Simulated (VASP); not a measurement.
A run of VASP 6.6.1 is set up as follows.

File INCAR:

```
PREC = Accurate
ENCUT = 520
EDIFF = 1E-6
ISMEAR = 0
SIGMA = 0.05
LREAL = F
LASPH = T
NELM = 150
ALGO = Normal
ISIF = 2
LWAVE = F
LCHARG = F
ISPIN = 2
MAGMOM = 2.5 2.5 2.5 0 0 0
LORBIT = 11
LMAXMIX = 4
GGA = PS
NBANDS = 46
```

File KPOINTS:

```
regular mesh
0
Gamma
  8 8 8
```

Contents of POSCAR:

```
FeGe
1.0
    4.8968164909      0.0000000000      0.0000000000
   -2.4484082455      4.2407674788      0.0000000000
    0.0000000000      0.0000000000      3.9810268878
Fe Ge
3 3
Direct
    0.5000000000      0.0000000000      0.0000000000
    0.5000000000      0.5000000000      0.0000000000
    0.0000000000      0.5000000000      0.0000000000
    0.0000000000      0.0000000000      0.0000000000
    0.3333333333      0.6666666667      0.5000000000
    0.6666666667      0.3333333333      0.5000000000
```

Potentials or basis: VASP PAW PBE potentials, release 64 (Fe, Ge_d).

Launch:

```sh
$ cat potpaw_PBE.64/Fe/POTCAR potpaw_PBE.64/Ge_d/POTCAR > POTCAR
$ mpirun -np 1 vasp_std > vasp.out
```

Question: Predict the net moment.

Answer: 3.82 μB per cell.

Question: What does it give for the site moments?

Answer: Fe +1.34; Ge -0.07, -0.05 (each value once) μB.

Question: Estimate the pressure.

Answer: 0.2 GPa.

Caveat: the PAW data sets were made with another functional, which shifts forces and pressure a little.
